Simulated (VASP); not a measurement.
Here is a VASP 6.6.1 calculation.

File INCAR:

```
  PREC = Accurate
  ENCUT = 520
  EDIFF = 1E-6
  ISMEAR = 0
  SIGMA = 0.05
  LREAL = F
  LASPH = T
  NELM = 100
  ALGO = Normal
  ISIF = 2
  LWAVE = F
  LCHARG = F
  LDIPOL = T
  IDIPOL = 3
  DIPOL = 0.5 0.5 0.321
  GGA = PE
  IVDW = 12
  NBANDS = 27
```

The input KPOINTS:

```
Automatic mesh
0
Gamma
  7 5 1
```

Contents of POSCAR:

```
Si3N
1.0
    3.8333442755      0.0000000000      0.0000000000
    0.0000000000      5.4211674636      0.0000000000
    0.0000000000      0.0000000000     22.4877586337
Si N
6 2
Direct
    0.5000000000      0.0000000000      0.1778745523
    0.0000000000      0.2500000000      0.1778745523
    0.0000000000      0.5038839981      0.2608672216
    0.5000000000      0.7461160019      0.2608672216
    0.5000000000      0.0086033066      0.3418641564
    0.0000000000      0.2413966934      0.3418641564
    0.6666666667      0.1752699732      0.4797169344
    0.6666666667      0.1752699732      0.5286324363
```

Potentials or basis: VASP PAW PBE potentials, release 64 (Si, N).

The run is started by

```console
$ cat potpaw_PBE.64/Si/POTCAR potpaw_PBE.64/N/POTCAR > POTCAR
$ mpirun -np 1 vasp_std > vasp.out
```

What does it give for the dispersion energy per atom?

-0.205 eV.

What does it give for the largest force?

2.238 eV/Å.

Estimate the band gap on the k mesh.

zero (band 17 reaches -1.45 eV, above the bottom of band 18 at -1.75 eV).

Forces on the atoms (eV/Å):
```
Si   0.015  0.570 -0.039
Si  -0.014 -0.575 -0.030
Si   0.010 -0.095 -0.021
Si  -0.010  0.101 -0.018
Si  -0.021 -0.059 -0.041
Si   0.036  0.033 -0.030
N   -0.027  0.034 -2.061
N    0.009 -0.009  2.238
```

Caveat: the standard files for N, O and F lose accuracy on very short bonds.
